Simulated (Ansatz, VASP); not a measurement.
One calculation of AlNi3, two programs

```xyz
4
Lattice="3.5191 0.0000 0.0000 0.0000 3.5191 0.0000 0.0000 0.0000 3.5191" Properties=species:S:1:pos:R:3 pbc="T T T"
Al    0.0000    0.0000    0.0000
Ni    0.0000    1.7596    1.7596
Ni    1.7596    0.0000    1.7596
Ni    1.7596    1.7596    0.0000
```

Alike in both runs: functional PBEsol; k mesh 12 × 12 × 12; occupations gaussian, width 0.1 eV; collinear spin.

Ansatz relaxed the structure, and its values are those at the end. VASP's run is a single point on that final structure, the one shown.

|  | VASP | Ansatz |
| --- | --- | --- |
| version | VASP 6.6.1 | Ansatz 0.2.0 |
| potentials or method | VASP PAW PBE potentials, release 64 (Al, Ni), cutoff 520 eV | scalar-relativistic, plane waves, PAW |
| valence electrons in the cell | 33 | 57 |

VASP gave:

| Property | Result |
| --- | --- |
| gap on the k mesh at the Fermi level (eV) | none |
| pressure (GPa) | 0.1 |
| net moment per atom (μB) | 0.17 |
| size of the moment on the site where the two differ most (μB) | 0.23 |

Q: What did Ansatz give for the same quantities?

A: gap on the k mesh at the Fermi level (eV): none; pressure (GPa): 0.0; net moment per atom (μB): 0.17; size of the moment on the site where the two differ most (μB): 0.25.

VASP's potentials were made for PBE, not for PBEsol. Site moments also hang on the region over which each program counts them. A gap of «none» marks a metal or a gap that the smearing closes. VASP's potentials hold 33 valence electrons a cell and Ansatz's 57, so a difference there can come from the potentials and not from the codes.
